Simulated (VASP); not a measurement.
# GaN (P6_3mc) in VASP: single point with PBE

Aim: the single point of GaN with PBE.

Everything below comes from runs of VASP 6.6.1. Logs are shortened: lines on timing, memory, paths and dates and some standing lists are left out, and cuts for length are marked.

## 1. The cell of the first run

It takes space group P6_3mc (No. 186, hexagonal). Conventional cell: a = 3.180 Å, b = 3.180 Å, c = 5.166 Å, α = 90.00°, β = 90.00°, γ = 120.00°. Ga (site symmetry 3m) has 4 N at 1.94 to 1.95 Å within 2.6 Å. Within 2.6 Å of N (site symmetry 3m) lie 4 Ga at 1.94 to 1.95 Å.

## 2. Single point, PBE

File POSCAR:

```
GaN
1.0
    3.1799996605      0.0000000000      0.0000000000
   -1.5899998303      2.7539604900      0.0000000000
    0.0000000000      0.0000000000      5.1660000000
Ga N
2 2
Direct
    0.3333333333      0.6666666667      0.0000000000
    0.6666666667      0.3333333333      0.5000000000
    0.3333333333      0.6666666667      0.3750000000
    0.6666666667      0.3333333333      0.8750000000
```

File INCAR.step1:

```
PREC     = Accurate       # precision mode
ENCUT    = 520            # plane-wave cutoff, eV
EDIFF    = 1E-7           # SCF threshold, eV
ISMEAR   = -1             # smearing method
SIGMA    = 0.01           # smearing width, eV
LREAL    = False          # projectors in reciprocal space
LASPH    = True           # aspherical terms in the spheres
NELM     = 60             # most SCF steps
ALGO     = Normal         # electronic algorithm
ISIF     = 2              # what is computed and relaxed
LWAVE    = False          # write WAVECAR
LCHARG   = True           # write CHGCAR
GGA      = PE             # functional
NBANDS   = 26             # bands
```

File KPOINTS.step1:

```
Automatic mesh
0
Gamma
  10 10 5
```

File INCAR.step2:

```
PREC     = Accurate       # precision mode
ENCUT    = 520            # plane-wave cutoff, eV
EDIFF    = 1E-7           # SCF threshold, eV
ISMEAR   = -5             # smearing method
SIGMA    = 0.01           # smearing width, eV
LREAL    = False          # projectors in reciprocal space
LASPH    = True           # aspherical terms in the spheres
NELM     = 60             # most SCF steps
ALGO     = Normal         # electronic algorithm
ISIF     = 2              # what is computed and relaxed
LWAVE    = False          # write WAVECAR
LCHARG   = False          # write CHGCAR
GGA      = PE             # functional
LORBIT   = 10             # projections on sites
NEDOS    = 1001           # points of the DOS
ICHARG   = 11             # starting density
```

File KPOINTS.step2:

```
Automatic mesh
0
Gamma
  15 15 8
```

Potentials or basis: VASP PAW PBE potentials, release 64 (Ga_d, N).

Started as:

```console
$ cat potpaw_PBE.64/Ga_d/POTCAR potpaw_PBE.64/N/POTCAR > POTCAR
$ cp INCAR.step1 INCAR
$ cp KPOINTS.step1 KPOINTS
$ mpirun -np 1 vasp_std > vasp.out
$ cp INCAR.step2 INCAR
$ cp KPOINTS.step2 KPOINTS
$ mpirun -np 1 vasp_std > vasp.out
```

OUTCAR:

```text
PREC = Accurate
   ENCUT = 520
   EDIFF = 1E-7
   ISMEAR = -5
   LREAL = False
   LASPH = True
   NELM = 60
   ISIF = 2
   GGA = PE
   LORBIT = 10
   ICHARG = 11

 ion  position               nearest neighbor table
   1  0.333  0.667  0.000-   3 1.94   4 1.95   4 1.95   4 1.95
   2  0.667  0.333  0.500-   4 1.94   3 1.95   3 1.95   3 1.95
   3  0.333  0.667  0.375-   1 1.94   2 1.95   2 1.95   2 1.95
   4  0.667  0.333  0.875-   2 1.94   1 1.95   1 1.95   1 1.95

  LATTYP: Found a hexagonal cell.
 ALAT       =     3.1799996605
 C/A-ratio  =     1.6245284753

  Lattice vectors:

 A1 = (   3.1799996605,   0.0000000000,   0.0000000000)
 A2 = (  -1.5899998303,   2.7539604900,   0.0000000000)
 A3 = (   0.0000000000,   0.0000000000,   5.1660000000)

Analysis of symmetry for initial positions (statically):
=====================================================================
 Subroutine PRICEL returns:
 Original cell was already a primitive cell.

 Routine SETGRP: Setting up the symmetry group for a
 hexagonal supercell.

 Subroutine GETGRP returns: Found 12 space group operations
 (whereof  6 operations were pure point group operations)
 out of a pool of 24 trial point group operations.

The static configuration has the point symmetry C_3v.
 The point group associated with its full space group is C_6v.

Analysis of symmetry for dynamics (positions and initial velocities):
=====================================================================
 Subroutine PRICEL returns:
 Original cell was already a primitive cell.

 Routine SETGRP: Setting up the symmetry group for a
 hexagonal supercell.

 Subroutine GETGRP returns: Found 12 space group operations
 (whereof  6 operations were pure point group operations)
 out of a pool of 24 trial point group operations.

The dynamic configuration has the point symmetry C_3v.
 The point group associated with its full space group is C_6v.

 Subroutine INISYM returns: Found 12 space group operations
 (whereof  6 operations are pure point group operations),
 and found     1 'primitive' translations

----------------------------------------------------------------------------------------

                                     Primitive cell

  volume of cell :      45.2417

  direct lattice vectors                    reciprocal lattice vectors
     3.179999661  0.000000000  0.000000000     0.314465442  0.181556708  0.000000000
    -1.589999830  2.753960490  0.000000000     0.000000000  0.363113416  0.000000000
     0.000000000  0.000000000  5.166000000     0.000000000  0.000000000  0.193573364

  length of vectors
     3.179999661  3.179999661  5.166000000     0.363113416  0.363113416  0.193573364

  position of ions in fractional coordinates (direct lattice)
     0.333333333  0.666666667  0.000000000
     0.666666667  0.333333333  0.500000000
     0.333333333  0.666666667  0.375000000
     0.666666667  0.333333333  0.875000000

  ion indices of the primitive-cell ions
   primitive index   ion index
                 1           1
                 2           2
                 3           3
                 4           4

----------------------------------------------------------------------------------------

 KPOINTS: Automatic mesh

Automatic generation of k-mesh.
 Grid dimensions read from file:
 generate k-points for:   15   15    8

 Generating k-lattice:

  Cartesian coordinates                     Fractional coordinates (reciprocal lattice)
     0.020964363  0.012103781  0.000000000     0.066666667  0.000000000  0.000000000
     0.000000000  0.024207561  0.000000000     0.000000000  0.066666667  0.000000000
     0.000000000  0.000000000  0.024196671     0.000000000  0.000000000  0.125000000

  Length of vectors
     0.024207561  0.024207561  0.024196671

  Shift w.r.t. Gamma in fractional coordinates (k-lattice)
     0.000000000  0.000000000  0.000000000

 TETIRR: Found   1832 inequivalent tetrahedra from    10800

 Subroutine IBZKPT returns following result:
 ===========================================

 Found    135 irreducible k-points:

 Following reciprocal coordinates:
            Coordinates               Weight
  0.000000  0.000000  0.000000      1.000000
  0.066667  0.000000  0.000000      6.000000
  0.133333  0.000000  0.000000      6.000000
  0.200000  0.000000  0.000000      6.000000
  0.266667  0.000000  0.000000      6.000000
  0.333333  0.000000  0.000000      6.000000
[... 16 lines left out ...]
  0.333333  0.200000  0.000000     12.000000
  0.400000  0.200000  0.000000      6.000000
 [... further k-points ...]
   k-points           NKPTS =    135   k-points in BZ     NKDIM =    135   number of bands    NBANDS=     22
   number of dos      NEDOS =   1001   number of ions     NIONS =      4
   total plane-waves  NPLWV =  23040
   dimension x,y,z NGX =    24 NGY =   24 NGZ =   40
   dimension x,y,z NGXF=    48 NGYF=   48 NGZF=   80
   ions per type =               2   2
   NGX,Y,Z   is equivalent  to a cutoff of  12.55, 12.55, 12.87 a.u.
   NGXF,Y,Z  is equivalent  to a cutoff of  25.09, 25.09, 25.74 a.u.
 SYSTEM =  unknown system
   PREC   = accura    normal or accurate (medium, high low for compatibility)
   ISTART =      0    job   : 0-new  1-cont  2-samecut
   ICHARG =     11    charge: 1-file 2-atom 10-const
   ISPIN  =      1    spin polarized calculation?
   LNONCOLLINEAR =      F non collinear calculations
   LSORBIT =      F    spin-orbit coupling
   LASPH  =      T    aspherical Exc in radial PAW
   ENCUT  =  520.0 eV  38.22 Ry    6.18 a.u.   5.91  5.91  9.61*2*pi/ulx,y,z
   NELM   =     60;   NELMIN=  2; NELMDL=  0     # of ELM steps
   EDIFF  = 0.1E-06   stopping-criterion for ELM
   LREAL  =      F    real-space projection
   EDIFFG = 0.1E-05   stopping-criterion for IOM
   NSW    =      0    number of steps for IOM
   IBRION =     -1    ionic relax: 0-MD 1-quasi-New 2-CG
   NFREE  =      0    steps in history (QN), initial steepest desc. (CG)
   ISIF   =      2    stress and relaxation
   ISYM   =      2    0-nonsym 1-usesym 2-fastsym
   POTIM  = 0.5000    time-step for ionic-motion
   TEBEG  =    0.0;   TEEND  =   0.0 temperature during run
   PSTRESS=    0.0 pullay stress
   NELECT =      36.0000    total number of electrons
   NUPDOWN=      -1.0000    fix difference up-down
   EMIN   =  10.00;   EMAX   =-10.00  energy-range for DOS
   EFERMI =   0.00;   METHOD = LEGACY
   ISMEAR =    -5;   SIGMA  =   0.01  broadening in eV -4-tet -1-fermi 0-gaus
   EFERMI_NEDOS =   21; number of points for ismear=-14 and -15
   IALGO  =     38    algorithm
   IMIX   =      4    mixing-type and parameters
     AMIX     =   0.40;   BMIX     =  1.00
     AMIX_MAG =   1.60;   BMIX_MAG =  1.00
  volume/ion in A,a.u.               =      11.31        76.33
  Fermi-wavevector in a.u.,A,eV,Ry     =   1.517036  2.866783 31.312431  2.301399
  Thomas-Fermi vector in A             =   2.626346
   LORBIT       =     10    0 simple, 1 ext, 2 COOP (PROOUT), +10 PAW based schemes
   GGA     = PE    functional components
   LHFCALC =     F    Hartree Fock is set to
   AEXX    =    0.0000 exact exchange contribution
   IVDW    =     0    specifies the selected vdW correction
   LEPSILON=     F    determine dielectric tensor
   LRPA    =     F    only Hartree local field effects (RPA)
 non-spin polarized calculation
 Fermi weights with tetrahedron method with Bloechl corrections
  energy-cutoff  :      520.00
  volume of cell :       45.24
 maximum number of plane-waves:      1240
 NGX is ok and might be reduce to    24

 number of electron      36.0000002 magnetization

 Free energy of the ion-electron system (eV)
  ---------------------------------------------------
  ext. energy  EPLUGINS =         0.00000000
  ---------------------------------------------------
  free energy    TOTEN  =       -24.28307625 eV

  energy without entropy =      -24.28307625  energy(sigma->0) =      -24.28307625

 E-fermi :   5.4533     XC(G=0): -11.7223

 val. band max:        5.4315709278   @ k =   0.0000   0.0000   0.0000
 cond. band min:       7.4033942979   @ k =   0.0000   0.0000   0.0000
 fundamental gap:      1.9718233702
 Fermi energy:         5.4532600756

 k-point     1 :       0.0000    0.0000    0.0000
  band No.  band energies     occupation
      1     -10.6398      2.00000
      2      -9.6780      2.00000
      3      -8.0244      2.00000
      4      -8.0029      2.00000
      5      -8.0029      2.00000
      6      -7.9378      2.00000
[... 14 lines left out ...]
     21      14.6927      0.00000
     22      15.3489      0.00000

 k-point     2 :       0.0667    0.0000    0.0000
  band No.  band energies     occupation
      1     -10.5949      2.00000
      2      -9.6662      2.00000
      3      -8.0193      2.00000
      4      -7.9963      2.00000
      5      -7.9899      2.00000
      6      -7.9332      2.00000
[... 14 lines left out ...]
     21      14.5791      0.00000
     22      14.9980      0.00000

 k-point     3 :       0.1333    0.0000    0.0000
  band No.  band energies     occupation
      1     -10.4677      2.00000
      2      -9.6353      2.00000
      3      -8.0019      2.00000
      4      -7.9789      2.00000
      5      -7.9518      2.00000
      6      -7.9147      2.00000
[... 14 lines left out ...]
     21      14.0018      0.00000
     22      14.5672      0.00000
[... 476 lines left out ...]
 k-point    23 :       0.3333    0.2000    0.0000
  band No.  band energies     occupation
      1      -9.6534      2.00000
      2      -9.5160      2.00000
      3      -7.9872      2.00000
      4      -7.8726      2.00000
      5      -7.7912      2.00000
      6      -7.7836      2.00000
[... 14 lines left out ...]
     21      12.6445      0.00000
     22      13.7950      0.00000

 k-point    24 :       0.4000    0.2000    0.0000
  band No.  band energies     occupation
      1      -9.6257      2.00000
      2      -9.5182      2.00000
      3      -7.9905      2.00000
      4      -7.8706      2.00000
      5      -7.7852      2.00000
      6      -7.7812      2.00000
[... 14 lines left out ...]
     21      12.5727      0.00000
     22      13.8732      0.00000

 [... further k-points ...]

------------------------ aborting loop because EDIFF is reached ----------------------------------------

  FORCE on cell =-STRESS in cart. coord.  units (eV):
  Direction    XX          YY          ZZ          XY          YZ          ZX
  --------------------------------------------------------------------------------------
  -------------------------------------------------------------------------------------
  Total        1.5987343      1.5987343      2.2127243     -0.0000000      0.0000000      0.0000000
  in kB       56.6171094     56.6171094     78.3607705     -0.0000000      0.0000000      0.0000000
  external PRESSURE =      63.8649964 kB  Pullay stress =       0.0000000 kB

 VOLUME and BASIS-vectors are now :
 -----------------------------------------------------------------------------
  energy-cutoff  :      520.00
  volume of cell :       45.24
      direct lattice vectors                 reciprocal lattice vectors
     3.179999661  0.000000000  0.000000000     0.314465442  0.181556708  0.000000000
    -1.589999830  2.753960490  0.000000000     0.000000000  0.363113416  0.000000000
     0.000000000  0.000000000  5.166000000     0.000000000  0.000000000  0.193573364

 POSITION                                       TOTAL-FORCE (eV/Angst)
 -----------------------------------------------------------------------------------
     -0.00000      1.83597      0.00000        -0.000000      0.000000     -0.133789
      1.59000      0.91799      2.58300         0.000000     -0.000000     -0.133789
     -0.00000      1.83597      1.93725        -0.000000     -0.000000      0.133789
      1.59000      0.91799      4.52025         0.000000      0.000000      0.133789
 -----------------------------------------------------------------------------------
    total drift:                               -0.000001     -0.000001     -0.000092

  FREE ENERGIE OF THE ION-ELECTRON SYSTEM (eV)
  ---------------------------------------------------
  free  energy   TOTEN  =       -24.2830762522 eV

  energy  without entropy=      -24.2830762522  energy(sigma->0) =      -24.28307625

 total charge

# of ion       s       p       d       tot
------------------------------------------
    1        0.789   0.910  10.186  11.885
    2        0.789   0.910  10.186  11.885
    3        1.224   2.531   0.000   3.755
    4        1.224   2.531   0.000   3.755
--------------------------------------------------
tot          4.027   6.881  20.372  31.280
```

It took 1.7 min on 1 thread of AMD EPYC 7R43 (Zen 3), shared host; peak memory 0.19 GiB.

Results:

| Quantity | Value |
| --- | --- |
| Valence electrons inside the program's atomic spheres | Ga 11.88; N 3.75 |

Levels at points of the mesh, in eV from the valence-band top:
```tsv
k point	band 16	band 17	band 18	band 19	band 20	band 21
(0.00, 0.00, 0.00)	-0.06	0.00	0.00	1.97	4.30	9.26
(0.00, 0.00, 0.50)	-0.55	-0.55	-0.55	4.29	4.29	8.54
```
